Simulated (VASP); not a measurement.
Write the native input for VASP 6.6.1 that does the following.

```yaml
Task: single point
Functional: LDA
Potentials_or_basis: VASP PAW LDA potentials, release 64 (In_d, As)
Cutoff: 520 eV
k_mesh: 10 × 10 × 10
Occupations: gaussian, width 0.1 eV
Spin: no spin polarisation
Dipole_correction: no
Further_INCAR_settings: ALGO = Normal; EDIFF = 1e-06; NBANDS = 16
```

The structure of InAs (qlda) lies in POSCAR:

```
InAs
1.0
    0.0000000000      3.0130236965      3.0130236965
    3.0130236965      0.0000000000      3.0130236965
    3.0130236965      3.0130236965      0.0000000000
In As
1 1
Direct
    0.2500000000      0.2500000000      0.2500000000
    0.0000000000      0.0000000000      0.0000000000
```

The input as run:

INCAR

```
ALGO = Normal ; EDIFF = 1E-6
ENCUT = 520 ; ISIF = 2
ISMEAR = 0 ; LASPH = True
LCHARG = True ; LELF = True
LREAL = False ; LVHAR = True
LWAVE = False ; NBANDS = 16
NELM = 80 ; PREC = Accurate
SIGMA = 0.1
```

KPOINTS

```
k-points
0
Gamma
  10 10 10
```

Potentials or basis: VASP PAW LDA potentials, release 64 (In_d, As).

The run is started by

```console
$ cat potpaw_LDA.64/In_d/POTCAR potpaw_LDA.64/As/POTCAR > POTCAR
$ mpirun -np 1 vasp_std > vasp.out
```

It gave:

| Item | Value |
| --- | --- |
| Pressure | 0.1 GPa |
| Band gap on the k mesh | zero (filled and empty bands touch) |

Caveat: spin-orbit coupling is left out, which moves the levels of the heavy elements.

Wall time 71 s on 1 thread of AMD EPYC 7R13, with other jobs on the host, peak memory 0.15 GiB.
